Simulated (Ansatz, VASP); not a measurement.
# Two plane-wave programs on LiCl

```
Li Cl
1.0
     0.00000    2.56476    2.43652
     2.56476    0.00000    2.43652
     2.56476    2.56476    0.00000
Li Cl
1 1
Direct
  0.00000 0.00000 0.00000
  0.50000 0.50000 0.50000
```

Change from the starting cell: strain +0.000 along x and y, -0.050 along z, atoms carried along.

Alike in both runs: task single point; functional PBEsol; k mesh 8 × 8 × 8; occupations gaussian, width 0.05 eV; no spin polarisation.

```csv
,VASP,Ansatz
version,VASP 6.6.1,Ansatz 0.2.0
potentials or method,"VASP PAW PBE potentials, release 64 (Li_sv, Cl), cutoff 520 eV","scalar-relativistic, plane waves, PAW"
valence electrons in the cell,10,10
```

Ansatz gave:

| Property | Result |
| --- | --- |
| gap on the k mesh at the Fermi level (eV) | 6.37 |
| least direct gap on the mesh (eV) | 6.37 |

Q: Which values does VASP return?

A: gap on the k mesh at the Fermi level (eV): 6.38; least direct gap on the mesh (eV): 6.38.

VASP's potentials were made for PBE, not for PBEsol. With one functional, cell and mesh, what is left measures potentials, basis and numerics.

Noted on VASP's run: the cutoff is short for stress, so the pressure is rough.
